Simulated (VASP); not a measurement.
Runs of VASP 6.6.1 on KI. The structure is that of space group Fm-3m (No. 225), or close to it. The cells are those of the table. 

```tsv
task	level	potentials or basis	cell	k mesh	cutoff (eV)	smearing	gap on the mesh (eV)	pressure (GPa)	relaxed volume (Å³/atom)
relaxation of cell and atoms	PBE	VASP PAW PBE potentials, release 64 (K_sv, I)	relaxed from a = 5.010 Å, angles 60.0°, 2 atoms	6 × 6 × 6	500	fermi-dirac 0.02 eV	3.85	0.0	46.41
single point	PBE	VASP PAW PBE potentials, release 64 (K_sv, I)	a = 5.013 Å, angles 60.0°, 2 atoms	6 × 6 × 6	500	fermi-dirac 0.02 eV	3.94	0.5	-
single point	PBE	VASP PAW PBE potentials, release 64 (K_sv, I)	a = 5.013 Å, angles 60.0°, 2 atoms	4 × 4 × 4	500	gaussian 0.01 eV	3.94	0.5	-
single point	r2SCAN	VASP PAW PBE potentials, release 64 (K_sv, I)	a = 5.013 Å, angles 60.0°, 2 atoms	6 × 6 × 6	550	gaussian 0.01 eV	4.58	0.0	-
single point	LDA	VASP PAW LDA potentials, release 64 (K_sv, I)	a = 4.826 Å, angles 60.0°, 2 atoms	6 × 6 × 6	500	fermi-dirac 0.02 eV	3.87	0.0	-
single point	PBE	VASP PAW PBE potentials, release 64 (K_sv, I)	a = 5.076 Å, angles 60.0°, 2 atoms	6 × 6 × 6	500	fermi-dirac 0.02 eV	3.86	0.0	-
single point	LDA	VASP PAW LDA potentials, release 64 (K_sv, I)	a = 5.013 Å, angles 60.0°, 2 atoms	6 × 6 × 6	500	gaussian 0.01 eV	3.59	-1.4	-
relaxation of cell and atoms	PBEsol	VASP PAW PBE potentials, release 64 (K_sv, I)	relaxed from a = 5.076 Å, angles 60.0°, 2 atoms	6 × 6 × 6	500	fermi-dirac 0.02 eV	3.86	0.0	(b)
relaxation of cell and atoms	LDA	VASP PAW LDA potentials, release 64 (K_sv, I)	relaxed from a = 5.076 Å, angles 60.0°, 2 atoms	6 × 6 × 6	500	fermi-dirac 0.02 eV	3.87	0.0	(a)
single point	r2SCAN	VASP PAW PBE potentials, release 64 (K_sv, I)	a = 5.013 Å, angles 60.0°, 2 atoms	6 × 6 × 6	550	fermi-dirac 0.02 eV	4.58	0.0	-
single point	PBEsol	VASP PAW PBE potentials, release 64 (K_sv, I)	a = 4.956 Å, angles 60.0°, 2 atoms	6 × 6 × 6	500	fermi-dirac 0.02 eV	3.86	0.0	-
dielectric tensor	PBE	VASP PAW PBE potentials, release 64 (K_sv, I)	a = 5.013 Å, angles 60.0°, 2 atoms	6 × 6 × 6	400	gaussian 0.01 eV	3.94	-	-
```

Alike in all rows: no spin polarisation.

Task: Estimate the missing entries.

Result: (a) 39.78; (b) 43.12.

Caveats: spin-orbit coupling is left out, which moves the levels of the heavy elements; the PAW data sets were made with another functional, which shifts forces and pressure a little (some runs).

A k mesh can miss the band edges, and the runs leave out spin-orbit coupling on I.
